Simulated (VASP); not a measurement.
# PbS (Fm-3m) in VASP: a series of runs

Runs on PbS. Level: PBE+D3(BJ). Tasks: single point.

Program: VASP 6.6.1. These are calculated values, not measurements. Logs are shortened: lines on timing, memory, paths and dates and some standing lists are left out, and cuts for length are marked.

## Step 1: The cell of the first run

Symmetry: Fm-3m, No. 225, cubic system. The conventional cell has a = 5.688 Å, b = 5.688 Å, c = 5.688 Å, α = 90.00°, β = 90.00°, γ = 90.00°. Within 3.7 Å of Pb (site symmetry m-3m) lie 6 S at 2.84 Å. Within 3.7 Å of S (site symmetry m-3m) lie 6 Pb at 2.84 Å.

## Step 2: Single point, PBE+D3(BJ) (23.01 Å³/atom)

Input file INCAR:

```
PREC = Accurate
ENCUT = 520
EDIFF = 1E-7
ISMEAR = 0
SIGMA = 0.02
LREAL = F
LASPH = T
NELM = 100
ALGO = Normal
ISIF = 2
LWAVE = F
LCHARG = F
GGA = PE
IVDW = 12
NBANDS = 17
```

Input file KPOINTS:

```
Automatic mesh
0
Gamma
  10 10 10
```

Input file POSCAR:

```
PbS
1.0
    0.0000000000      2.8441181687      2.8441181687
    2.8441181687      0.0000000000      2.8441181687
    2.8441181687      2.8441181687      0.0000000000
Pb S
1 1
Direct
    0.0000000000      0.0000000000      0.0000000000
    0.5000000000      0.5000000000      0.5000000000
```

Potentials or basis: VASP PAW PBE potentials, release 64 (Pb_d, S).

Started as:

```sh
$ cat potpaw_PBE.64/Pb_d/POTCAR potpaw_PBE.64/S/POTCAR > POTCAR
$ mpirun -np 1 vasp_std > vasp.out
```

OUTCAR:

```text
PREC = Accurate
   ENCUT = 520
   EDIFF = 1E-7
   ISMEAR = 0
   LREAL = F
   LASPH = T
   NELM = 100
   ISIF = 2
   GGA = PE
   IVDW = 12
 IVDW          = 12

 ion  position               nearest neighbor table
   1  0.000  0.000  0.000-   2 2.84   2 2.84   2 2.84   2 2.84   2 2.84   2 2.84
   2  0.500  0.500  0.500-   1 2.84   1 2.84   1 2.84   1 2.84   1 2.84   1 2.84

  LATTYP: Found a face centered cubic cell.
 ALAT       =     5.6882363374

  Lattice vectors:

 A1 = (   0.0000000000,   2.8441181687,   2.8441181687)
 A2 = (   2.8441181687,   0.0000000000,   2.8441181687)
 A3 = (   2.8441181687,   2.8441181687,   0.0000000000)

Analysis of symmetry for initial positions (statically):
=====================================================================
 Subroutine PRICEL returns:
 Original cell was already a primitive cell.

 Routine SETGRP: Setting up the symmetry group for a
 face centered cubic supercell.

 Subroutine GETGRP returns: Found 48 space group operations
 (whereof 48 operations were pure point group operations)
 out of a pool of 48 trial point group operations.

The static configuration has the point symmetry O_h .

Analysis of symmetry for dynamics (positions and initial velocities):
=====================================================================
 Subroutine PRICEL returns:
 Original cell was already a primitive cell.

 Routine SETGRP: Setting up the symmetry group for a
 face centered cubic supercell.

 Subroutine GETGRP returns: Found 48 space group operations
 (whereof 48 operations were pure point group operations)
 out of a pool of 48 trial point group operations.

The dynamic configuration has the point symmetry O_h .

 Subroutine INISYM returns: Found 48 space group operations
 (whereof 48 operations are pure point group operations),
 and found     1 'primitive' translations

----------------------------------------------------------------------------------------

                                     Primitive cell

  volume of cell :      46.0122

  direct lattice vectors                    reciprocal lattice vectors
     0.000000000  2.844118169  2.844118169    -0.175801416  0.175801416  0.175801416
     2.844118169  0.000000000  2.844118169     0.175801416 -0.175801416  0.175801416
     2.844118169  2.844118169  0.000000000     0.175801416  0.175801416 -0.175801416

  length of vectors
     4.022190487  4.022190487  4.022190487     0.304496984  0.304496984  0.304496984

  position of ions in fractional coordinates (direct lattice)
     0.000000000  0.000000000  0.000000000
     0.500000000  0.500000000  0.500000000

  ion indices of the primitive-cell ions
   primitive index   ion index
                 1           1
                 2           2

----------------------------------------------------------------------------------------

 KPOINTS: Automatic mesh

Automatic generation of k-mesh.
 Grid dimensions read from file:
 generate k-points for:   10   10   10

 Generating k-lattice:

  Cartesian coordinates                     Fractional coordinates (reciprocal lattice)
    -0.017580142  0.017580142  0.017580142     0.100000000  0.000000000  0.000000000
     0.017580142 -0.017580142  0.017580142     0.000000000  0.100000000  0.000000000
     0.017580142  0.017580142 -0.017580142     0.000000000  0.000000000  0.100000000

  Length of vectors
     0.030449698  0.030449698  0.030449698

  Shift w.r.t. Gamma in fractional coordinates (k-lattice)
     0.000000000  0.000000000  0.000000000

 Subroutine IBZKPT returns following result:
 ===========================================

 Found     47 irreducible k-points:

 Following reciprocal coordinates:
            Coordinates               Weight
  0.000000  0.000000  0.000000      1.000000
  0.100000  0.000000  0.000000      8.000000
  0.200000  0.000000  0.000000      8.000000
  0.300000  0.000000  0.000000      8.000000
  0.400000  0.000000  0.000000      8.000000
  0.500000  0.000000  0.000000      4.000000
[... 16 lines left out ...]
  0.300000  0.300000  0.000000      6.000000
  0.400000  0.300000  0.000000     24.000000
 [... further k-points ...]
   k-points           NKPTS =     47   k-points in BZ     NKDIM =     47   number of bands    NBANDS=     17
   number of dos      NEDOS =    301   number of ions     NIONS =      2
   total plane-waves  NPLWV =  27000
   dimension x,y,z NGX =    30 NGY =   30 NGZ =   30
   dimension x,y,z NGXF=    60 NGYF=   60 NGZF=   60
   ions per type =               1   1
   NGX,Y,Z   is equivalent  to a cutoff of  12.40, 12.40, 12.40 a.u.
   NGXF,Y,Z  is equivalent  to a cutoff of  24.80, 24.80, 24.80 a.u.
 SYSTEM =  unknown system
   PREC   = accura    normal or accurate (medium, high low for compatibility)
   ISTART =      0    job   : 0-new  1-cont  2-samecut
   ICHARG =      2    charge: 1-file 2-atom 10-const
   ISPIN  =      1    spin polarized calculation?
   LNONCOLLINEAR =      F non collinear calculations
   LSORBIT =      F    spin-orbit coupling
   LASPH  =      T    aspherical Exc in radial PAW
   ENCUT  =  520.0 eV  38.22 Ry    6.18 a.u.   7.48  7.48  7.48*2*pi/ulx,y,z
   NELM   =    100;   NELMIN=  2; NELMDL= -5     # of ELM steps
   EDIFF  = 0.1E-06   stopping-criterion for ELM
   LREAL  =      F    real-space projection
   EDIFFG = 0.1E-05   stopping-criterion for IOM
   NSW    =      0    number of steps for IOM
   IBRION =     -1    ionic relax: 0-MD 1-quasi-New 2-CG
   NFREE  =      0    steps in history (QN), initial steepest desc. (CG)
   ISIF   =      2    stress and relaxation
   ISYM   =      2    0-nonsym 1-usesym 2-fastsym
   POTIM  = 0.5000    time-step for ionic-motion
   TEBEG  =    0.0;   TEEND  =   0.0 temperature during run
   PSTRESS=    0.0 pullay stress
   NELECT =      20.0000    total number of electrons
   NUPDOWN=      -1.0000    fix difference up-down
   EMIN   =  10.00;   EMAX   =-10.00  energy-range for DOS
   EFERMI =   0.00;   METHOD = LEGACY
   ISMEAR =     0;   SIGMA  =   0.02  broadening in eV -4-tet -1-fermi 0-gaus
   EFERMI_NEDOS =   21; number of points for ismear=-14 and -15
   IALGO  =     38    algorithm
   IMIX   =      4    mixing-type and parameters
     AMIX     =   0.40;   BMIX     =  1.00
     AMIX_MAG =   1.60;   BMIX_MAG =  1.00
  volume/ion in A,a.u.               =      23.01       155.25
  Fermi-wavevector in a.u.,A,eV,Ry     =   1.240111  2.343470 20.924061  1.537875
  Thomas-Fermi vector in A             =   2.374566
   LORBIT       =      0    0 simple, 1 ext, 2 COOP (PROOUT), +10 PAW based schemes
   GGA     = PE    functional components
   LHFCALC =     F    Hartree Fock is set to
   AEXX    =    0.0000 exact exchange contribution
   IVDW    =    12    specifies the selected vdW correction
   LEPSILON=     F    determine dielectric tensor
   LRPA    =     F    only Hartree local field effects (RPA)
 non-spin polarized calculation
 Gauss-broadening in eV      SIGMA  =   0.02
  energy-cutoff  :      520.00
  volume of cell :       46.01
 maximum number of plane-waves:      1266
 NGX is ok and might be reduce to    30
   NGX = 15   NGY = 15   NGZ = 15

 number of electron      20.0000006 magnetization

 Free energy of the ion-electron system (eV)
  ---------------------------------------------------
  ext. energy  EPLUGINS =         0.00000000
  ---------------------------------------------------
  free energy    TOTEN  =        -8.49608073 eV

  energy without entropy =       -8.49608073  energy(sigma->0) =       -8.49608073

 E-fermi :   7.6990     XC(G=0): -10.2896

 val. band max:        7.5938912712   @ k =   0.5000   0.0000   0.0000
 cond. band min:       7.7844384218   @ k =   0.5000   0.0000   0.0000
 fundamental gap:      0.1905471506
 Fermi energy:         7.6990138701

 k-point     1 :       0.0000    0.0000    0.0000
  band No.  band energies     occupation
      1      -9.5028      2.00000
      2      -9.5028      2.00000
      3      -9.5028      2.00000
      4      -9.4907      2.00000
      5      -9.4907      2.00000
      6      -7.2449      2.00000
[... 9 lines left out ...]
     16      13.9633      0.00000
     17      15.8177      0.00000

 k-point     2 :       0.1000    0.0000    0.0000
  band No.  band energies     occupation
      1      -9.5024      2.00000
      2      -9.5010      2.00000
      3      -9.5010      2.00000
      4      -9.4907      2.00000
      5      -9.4907      2.00000
      6      -7.1413      2.00000
[... 9 lines left out ...]
     16      14.2788      0.00000
     17      16.8015      0.00000

 k-point     3 :       0.2000    0.0000    0.0000
  band No.  band energies     occupation
      1      -9.5121      2.00000
      2      -9.5121      2.00000
      3      -9.5021      2.00000
      4      -9.4748      2.00000
      5      -9.4748      2.00000
      6      -6.8413      2.00000
[... 9 lines left out ...]
     16      14.8821      0.00000
     17      18.6862      0.00000

 k-point     4 :       0.3000    0.0000    0.0000
  band No.  band energies     occupation
      1      -9.5283      2.00000
      2      -9.5283      2.00000
      3      -9.5025      2.00000
      4      -9.4524      2.00000
      5      -9.4524      2.00000
      6      -6.3885      2.00000
[... 9 lines left out ...]
     16      15.7617      0.00000
     17      20.6609      0.00000

 k-point     5 :       0.4000    0.0000    0.0000
  band No.  band energies     occupation
      1      -9.5416      2.00000
      2      -9.5416      2.00000
      3      -9.5035      2.00000
      4      -9.4340      2.00000
      5      -9.4339      2.00000
      6      -5.9042      2.00000
[... 9 lines left out ...]
     16      16.8105      0.00000
     17      19.5145      0.00000

 k-point     6 :       0.5000    0.0000    0.0000
  band No.  band energies     occupation
      1      -9.5466      2.00000
      2      -9.5466      2.00000
      3      -9.5040      2.00000
      4      -9.4268      2.00000
      5      -9.4268      2.00000
      6      -5.6665      2.00000
[... 9 lines left out ...]
     16      17.4552      0.00000
     17      18.4146      0.00000

 k-point     7 :       0.1000    0.1000    0.0000
  band No.  band energies     occupation
      1      -9.5069      2.00000
      2      -9.5049      2.00000
      3      -9.4940      2.00000
      4      -9.4940      2.00000
      5      -9.4868      2.00000
      6      -7.1041      2.00000
[... 9 lines left out ...]
     16      15.0332      0.00000
     17      16.7691      0.00000

 k-point     8 :       0.2000    0.1000    0.0000
  band No.  band energies     occupation
      1      -9.5247      2.00000
      2      -9.5080      2.00000
      3      -9.4967      2.00000
      4      -9.4826      2.00000
      5      -9.4718      2.00000
      6      -6.8628      2.00000
[... 9 lines left out ...]
     16      15.6089      0.00000
     17      17.8005      0.00000
[... 203 lines left out ...]
      1      -9.6256      2.00000
      2      -9.5109      2.00000
      3      -9.4991      2.00000
      4      -9.4493      2.00000
      5      -9.4219      2.00000
      6      -5.4478      2.00000
[... 9 lines left out ...]
     16      18.1218      0.00000
     17      18.7136      0.00000

 k-point    20 :      -0.4000    0.2000    0.0000
  band No.  band energies     occupation
      1      -9.6096      2.00000
      2      -9.5212      2.00000
      3      -9.4869      2.00000
      4      -9.4530      2.00000
      5      -9.4301      2.00000
      6      -5.3892      2.00000
[... 9 lines left out ...]
     16      17.0571      0.00000
     17      19.5739      0.00000

 k-point    21 :      -0.3000    0.2000    0.0000
  band No.  band energies     occupation
      1      -9.5795      2.00000
      2      -9.5252      2.00000
      3      -9.4861      2.00000
      4      -9.4539      2.00000
      5      -9.4480      2.00000
      6      -5.7289      2.00000
[... 9 lines left out ...]
     16      17.6307      0.00000
     17      19.0134      0.00000

 k-point    22 :      -0.2000    0.2000    0.0000
  band No.  band energies     occupation
      1      -9.5454      2.00000
      2      -9.5234      2.00000
      3      -9.4946      2.00000
      4      -9.4664      2.00000
      5      -9.4536      2.00000
      6      -6.2061      2.00000
[... 9 lines left out ...]
     16      17.5698      0.00000
     17      17.9354      0.00000

 k-point    23 :       0.3000    0.3000    0.0000
  band No.  band energies     occupation
      1      -9.6572      2.00000
      2      -9.5313      2.00000
      3      -9.4637      2.00000
      4      -9.4400      2.00000
      5      -9.4400      2.00000
      6      -5.9997      2.00000
[... 9 lines left out ...]
     16      18.6056      0.00000
     17      18.6171      0.00000

 k-point    24 :       0.4000    0.3000    0.0000
  band No.  band energies     occupation
      1      -9.6959      2.00000
      2      -9.5317      2.00000
      3      -9.4674      2.00000
      4      -9.4299      2.00000
      5      -9.4231      2.00000
      6      -5.5951      2.00000
[... 9 lines left out ...]
     16      18.8592      0.00000
     17      19.3274      0.00000

 [... further k-points ...]

------------------------ aborting loop because EDIFF is reached ----------------------------------------

 Edisp (eV)   -0.78889

 E8    (eV) :    -0.3542

  FORCE on cell =-STRESS in cart. coord.  units (eV):
  Direction    XX          YY          ZZ          XY          YZ          ZX
  --------------------------------------------------------------------------------------
  -------------------------------------------------------------------------------------
  Total       2.68585     2.68585     2.68585    -0.00000     0.00000     0.00000
  in kB      93.52309    93.52309    93.52309    -0.00000     0.00000     0.00000
  external pressure =       93.52 kB  Pullay stress =        0.00 kB

 VOLUME and BASIS-vectors are now :
 -----------------------------------------------------------------------------
  energy-cutoff  :      520.00
  volume of cell :       46.01
      direct lattice vectors                 reciprocal lattice vectors
     0.000000000  2.844118169  2.844118169    -0.175801416  0.175801416  0.175801416
     2.844118169  0.000000000  2.844118169     0.175801416 -0.175801416  0.175801416
     2.844118169  2.844118169  0.000000000     0.175801416  0.175801416 -0.175801416

 POSITION                                       TOTAL-FORCE (eV/Angst)
 -----------------------------------------------------------------------------------
      0.00000      0.00000      0.00000         0.000000     -0.000000      0.000000
      2.84412      2.84412      2.84412        -0.000000      0.000000     -0.000000
 -----------------------------------------------------------------------------------
    total drift:                               -0.000000      0.000000      0.000000

  FREE ENERGIE OF THE ION-ELECTRON SYSTEM (eV)
  ---------------------------------------------------
  free  energy   TOTEN  =        -9.2849742500 eV

  energy  without entropy=       -9.2849742500  energy(sigma->0) =       -9.28497425
```

It took 53 s on 1 thread of AMD EPYC 7R13, shared host; peak memory 0.17 GiB.

What came out:

```yaml
Free_energy: -9.2850 eV
Pressure: 9.4 GPa
Band_gap_on_the_k_mesh: 0.19 eV
Dispersion_energy_per_atom: -0.394 eV
```

Levels at points of the mesh, in eV from the valence-band top:
| k point | band 7 | band 8 | band 9 | band 10 | band 11 | band 12 | band 13 | band 14 |
| --- | --- | --- | --- | --- | --- | --- | --- | --- |
| (0.00, 0.00, 0.00) | -5.79 | -2.85 | -2.85 | -2.85 | 5.59 | 5.59 | 5.59 | 6.37 |
| (0.50, 0.00, 0.00) | -9.69 | -2.34 | -2.34 | 0.00 | 0.19 | 1.63 | 1.63 | 8.80 |
| (0.50, 0.50, 0.00) | -7.43 | -6.36 | -4.33 | -4.33 | 3.26 | 6.00 | 6.17 | 6.17 |

Caveat: the cell stands under pressure; spin-orbit coupling is left out, which moves the levels of the heavy elements.

(Part 1 of 2 ends here.)
